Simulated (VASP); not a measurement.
Runs of VASP 6.6.1 on Ga. The structure is that of space group P6_3/mmc (No. 194), or close to it. The cells are those of the table. This isn't the form of Ga at room conditions, which is orthorhombic.

```tsv
task	cell	cutoff (eV)	gap on the mesh (eV)	pressure (GPa)
relaxation of cell and atoms	relaxed to 330 GPa from a = 2.233, b = 2.233, c = 3.731 Å, angles 90.0, 90.0, 120.0°, 2 atoms	600	none	330.0
single point	a = 2.233, b = 2.233, c = 3.731 Å, angles 90.0, 90.0, 120.0°, 2 atoms	520	none	(a)
relaxation of cell and atoms	relaxed to 330 GPa from a = 2.258, b = 2.258, c = 3.658 Å, angles 90.0, 90.0, 120.0°, 2 atoms	600	none	330.0
single point	a = 2.233, b = 2.233, c = 3.732 Å, angles 90.0, 90.0, 120.0°, 2 atoms	520	none	333.4
```

Alike in all rows: level PBE; potentials or basis VASP PAW PBE potentials, release 64 (Ga_d); no spin polarisation; k mesh 19 × 19 × 11; smearing fermi-dirac 0.05 eV.

Question: Estimate the missing entries.

Answer: (a) 333.5.

Caveats: the cell is relaxed towards a set pressure, so the run minimises the enthalpy, not the energy (at least some runs); the cell stands under pressure (at least some runs).

A k mesh can miss the band edges, and the runs leave out spin-orbit coupling on Ga.

A gap of «none» marks levels without a gap at the run's occupations.
